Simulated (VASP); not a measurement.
# Ti (P6/mmm) in VASP: further runs, part 2 of 2

VASP 6.6.1. The steps go on from the part before.

## 3. Relaxation of cell and atoms, PBE

This run uses another cell than the first one, of 17.02 Å³/atom, 0.970 times its volume.

INCAR reads:

```
  ALGO = Fast
  EDIFF = 1E-7
  EDIFFG = -0.005
  ENCUT = 600
  GGA = PE
  IBRION = 2
  ISIF = 3
  ISMEAR = 0
  LASPH = T
  LCHARG = F
  LREAL = F
  LWAVE = F
  NELM = 60
  NSW = 100
  PREC = Accurate
  SIGMA = 0.1
```

KPOINTS reads:

```
k-points
0
Gamma
  12 12 14
```

POSCAR reads:

```
Ti
1.0
    4.5673748306      0.0000000000      0.0000000000
   -2.2836874153      3.9554626319      0.0000000000
    0.0000000000      0.0000000000      2.8262442700
Ti
3
Direct
    0.0000000000      0.0000000000      0.0000000000
    0.3333333300      0.6666666700      0.5000000000
    0.6666666700      0.3333333300      0.5000000000
```

Potentials or basis: VASP PAW PBE potentials, release 64 (Ti_sv).

The run is started by

```console
cat potpaw_PBE.64/Ti_sv/POTCAR > POTCAR
mpirun -np 1 vasp_std > vasp.out
```

OUTCAR:

```text
EDIFF = 1E-7
   EDIFFG = -0.005
   ENCUT = 600
   GGA = PE
   IBRION = 2
   ISIF = 3
   ISMEAR = 0
   LASPH = T
   LREAL = F
   NELM = 60
   NSW = 100
   PREC = Accurate

 ion  position               nearest neighbor table
   1  0.000  0.000  0.000-
   2  0.333  0.667  0.500-   3 2.64   3 2.64   3 2.64
   3  0.667  0.333  0.500-   2 2.64   2 2.64   2 2.64

  LATTYP: Found a hexagonal cell.
 ALAT       =     4.5673748306
 C/A-ratio  =     0.6187896494

  Lattice vectors:

 A1 = (   4.5673748306,   0.0000000000,   0.0000000000)
 A2 = (  -2.2836874153,   3.9554626319,   0.0000000000)
 A3 = (   0.0000000000,   0.0000000000,   2.8262442700)

Analysis of symmetry for initial positions (statically):
=====================================================================
 Subroutine PRICEL returns:
 Original cell was already a primitive cell.

 Routine SETGRP: Setting up the symmetry group for a
 hexagonal supercell.

 Subroutine GETGRP returns: Found 24 space group operations
 (whereof 24 operations were pure point group operations)
 out of a pool of 24 trial point group operations.

The static configuration has the point symmetry D_6h.

Analysis of symmetry for dynamics (positions and initial velocities):
=====================================================================
 Subroutine PRICEL returns:
 Original cell was already a primitive cell.

 Routine SETGRP: Setting up the symmetry group for a
 hexagonal supercell.

 Subroutine GETGRP returns: Found 24 space group operations
 (whereof 24 operations were pure point group operations)
 out of a pool of 24 trial point group operations.

The dynamic configuration has the point symmetry D_6h.

 Subroutine INISYM returns: Found 24 space group operations
 (whereof 24 operations are pure point group operations),
 and found     1 'primitive' translations

----------------------------------------------------------------------------------------

                                     Primitive cell

  volume of cell :      51.0592

  direct lattice vectors                    reciprocal lattice vectors
     4.567374831  0.000000000  0.000000000     0.218944150  0.126407464  0.000000000
    -2.283687415  3.955462632  0.000000000     0.000000000  0.252814928  0.000000000
     0.000000000  0.000000000  2.826244270     0.000000000  0.000000000  0.353826458

  length of vectors
     4.567374831  4.567374831  2.826244270     0.252814928  0.252814928  0.353826458

  position of ions in fractional coordinates (direct lattice)
     0.000000000  0.000000000  0.000000000
     0.333333330  0.666666670  0.500000000
     0.666666670  0.333333330  0.500000000

  ion indices of the primitive-cell ions
   primitive index   ion index
                 1           1
                 2           2
                 3           3
[... 100 lines left out ...]
   IVDW    =     0    specifies the selected vdW correction
   LEPSILON=     F    determine dielectric tensor
   LRPA    =     F    only Hartree local field effects (RPA)
 conjugate gradient relaxation of ions
 non-spin polarized calculation
 RMM-DIIS sequential band-by-band and
 Gauss-broadening in eV      SIGMA  =   0.10
  energy-cutoff  :      600.00
  volume of cell :       51.06
 maximum number of plane-waves:      1731
   NGX = 19   NGY = 19   NGZ = 11

--------------------------------------- Ionic step        1  -------------------------------------------

 number of electron      35.9999989 magnetization

 Free energy of the ion-electron system (eV)
  ---------------------------------------------------
  ext. energy  EPLUGINS =         0.00000000
  ---------------------------------------------------
  free energy    TOTEN  =       -23.52785937 eV

  energy without entropy =      -23.51432245  energy(sigma->0) =      -23.52109091

------------------------ aborting loop EDIFF was not reached (unconverged)  ----------------------------

  FORCE on cell =-STRESS in cart. coord.  units (eV):
  Direction    XX          YY          ZZ          XY          YZ          ZX
  --------------------------------------------------------------------------------------
  -------------------------------------------------------------------------------------
  Total        0.1436505      0.1436505      0.1151290      0.0000000      0.0000000     -0.0000000
  in kB        4.5075865      4.5075865      3.6126147      0.0000000      0.0000000     -0.0000000
  external PRESSURE =       4.2092626 kB  Pullay stress =       0.0000000 kB

 VOLUME and BASIS-vectors are now :
 -----------------------------------------------------------------------------
  energy-cutoff  :      600.00
  volume of cell :       51.06
      direct lattice vectors                 reciprocal lattice vectors
     4.567374831  0.000000000  0.000000000     0.218944150  0.126407464  0.000000000
    -2.283687415  3.955462632  0.000000000     0.000000000  0.252814928  0.000000000
     0.000000000  0.000000000  2.826244270     0.000000000  0.000000000  0.353826458

 POSITION                                       TOTAL-FORCE (eV/Angst)
 -----------------------------------------------------------------------------------
      0.00000      0.00000      0.00000         0.000000     -0.000000      0.000000
     -0.00000      2.63698      1.41312         0.000000      0.000000      0.000000
      2.28369      1.31849      1.41312        -0.000000     -0.000000      0.000000
 -----------------------------------------------------------------------------------
    total drift:                               -0.000000      0.000000      0.000000

  FREE ENERGIE OF THE ION-ELECTRON SYSTEM (eV)
  ---------------------------------------------------
  free  energy   TOTEN  =       -23.5278593668 eV

  energy  without entropy=      -23.5143224499  energy(sigma->0) =      -23.52109091

--------------------------------------- Ionic step        2  -------------------------------------------

 number of electron      35.9999985 magnetization

 Free energy of the ion-electron system (eV)
  ---------------------------------------------------
  ext. energy  EPLUGINS =         0.00000000
  ---------------------------------------------------
  free energy    TOTEN  =       -23.52838286 eV

  energy without entropy =      -23.51484076  energy(sigma->0) =      -23.52161181

 E-fermi :   8.3668     XC(G=0): -11.5628

 val. band max:        8.3504484091   @ k =   0.5000   0.0000   0.2143
 cond. band min:       8.3668377752   @ k =   0.2500   0.1667   0.0000
 fundamental gap:      0.0163893661
 Fermi energy:         8.3667586545

 k-point     1 :       0.0000    0.0000    0.0000
  band No.  band energies     occupation
      1     -48.5258      2.00000
      2     -48.2607      2.00000
      3     -48.0974      2.00000
      4     -24.8392      2.00000
      5     -24.8392      2.00000
      6     -24.7237      2.00000
[... 589 lines left out ...]
     21       9.0136      0.00000
     22       9.5052      0.00000

 [... further k-points ...]

------------------------ aborting loop because EDIFF is reached ----------------------------------------

  FORCE on cell =-STRESS in cart. coord.  units (eV):
  Direction    XX          YY          ZZ          XY          YZ          ZX
  --------------------------------------------------------------------------------------
  -------------------------------------------------------------------------------------
  Total        0.0071053      0.0071053     -0.0082172      0.0000000      0.0000000     -0.0000000
  in kB        0.2215181      0.2215181     -0.2561846      0.0000000      0.0000000     -0.0000000
  external PRESSURE =       0.0622839 kB  Pullay stress =       0.0000000 kB

 VOLUME and BASIS-vectors are now :
 -----------------------------------------------------------------------------
  energy-cutoff  :      600.00
  volume of cell :       51.39
      direct lattice vectors                 reciprocal lattice vectors
     4.577925590  0.000000000 -0.000000000     0.218439549  0.126116132  0.000000000
    -2.288962795  3.964599858  0.000000000     0.000000000  0.252232265  0.000000000
    -0.000000000  0.000000000  2.831476711     0.000000000  0.000000000  0.353172603

 POSITION                                       TOTAL-FORCE (eV/Angst)
 -----------------------------------------------------------------------------------
     -2.28896      3.96460      0.00000         0.000000      0.000000      0.000000
     -0.00000      2.64307      1.41574        -0.000000      0.000000      0.000000
      2.28896      1.32153      1.41574         0.000000     -0.000000      0.000000
 -----------------------------------------------------------------------------------
    total drift:                               -0.000000      0.000000      0.000000

  FREE ENERGIE OF THE ION-ELECTRON SYSTEM (eV)
  ---------------------------------------------------
  free  energy   TOTEN  =       -23.5283828572 eV

  energy  without entropy=      -23.5148407576  energy(sigma->0) =      -23.52161181

 reached required accuracy - stopping structural energy minimisation
```

OSZICAR:

```text
N       E                     dE             d eps       ncg     rms          rms(c)
DAV:   1     0.446232139987E+03    0.44623E+03   -0.20747E+04  6688   0.223E+03
DAV:   2     0.257507696280E+02   -0.42048E+03   -0.41629E+03  6730   0.598E+02
DAV:   3    -0.219920220135E+02   -0.47743E+02   -0.46891E+02 12754   0.168E+02
[... 95 lines left out ...]
RMM:  37    -0.235283826213E+02   -0.99978E-07   -0.14870E-06  4096   0.440E-03    0.119E-02
RMM:  38    -0.235283826972E+02   -0.75890E-07   -0.13261E-06  3986   0.418E-03    0.119E-02
RMM:  39    -0.235283827615E+02   -0.64295E-07   -0.11375E-06  4767   0.416E-03    0.122E-02
RMM:  40    -0.235283828189E+02   -0.57335E-07   -0.10442E-06  3520   0.375E-03    0.122E-02
RMM:  41    -0.235283828572E+02   -0.38389E-07   -0.90102E-07  3370   0.365E-03
   2 F= -.23528383E+02 E0= -.23521612E+02  d E =-.523490E-03
```

CONTCAR:

```text
Ti
   1.00000000000000
     4.5779255899284044    0.0000000000000000   -0.0000000000000000
    -2.2889627949642022    3.9645998575075767    0.0000000000000000
    -0.0000000000000000    0.0000000000000000    2.8314767108551422
  Ti
     3
Direct
     0.0000000000000000    1.0000000000000000    0.0000000000000000
     0.3333333300000021    0.6666666699999979    0.5000000000000000
     0.6666666699999979    0.3333333300000021    0.5000000000000000

  0.00000000E+00  0.00000000E+00  0.00000000E+00
  0.00000000E+00  0.00000000E+00  0.00000000E+00
  0.00000000E+00  0.00000000E+00  0.00000000E+00
```

Run time: 33 min. Hardware: 1 thread of AMD EPYC 7R13, shared host; peak memory 0.27 GiB.

Results:

* Free energy: -23.5284 eV
* Relaxed volume: 17.13 Å³/atom
* Relaxed cell: a = 4.578 Å, b = 4.578 Å, c = 2.831 Å, α = 90.00°, β = 90.00°, γ = 120.00°
* Space group after relaxing (to 0.05 Å): P6/mmm (No. 191)
* Energy gained by relaxing: 0.2 meV/atom
* Ionic steps: 2
* Pressure after relaxing: 0.0 GPa
* Band gap on the k mesh: zero (band 18 reaches 8.56 eV, above the bottom of band 19 at 8.30 eV)

The path:
| step | energy change (eV) | largest force (eV/Å) | pressure (GPa) | volume (Å³) |
| --- | --- | --- | --- | --- |
| 1 | 0.0000 | 0.0000 | 0.42 | 51.06 |
| 2 | -0.0005 | 0.0000 | 0.01 | 51.39 |

Final structure:
```
Ti
1.0
     4.57793    0.00000    0.00000
    -2.28896    3.96460    0.00000
     0.00000    0.00000    2.83148
Ti
3
Direct
  0.00000 0.00000 0.00000
  0.33333 0.66667 0.50000
  0.66667 0.33333 0.50000
```
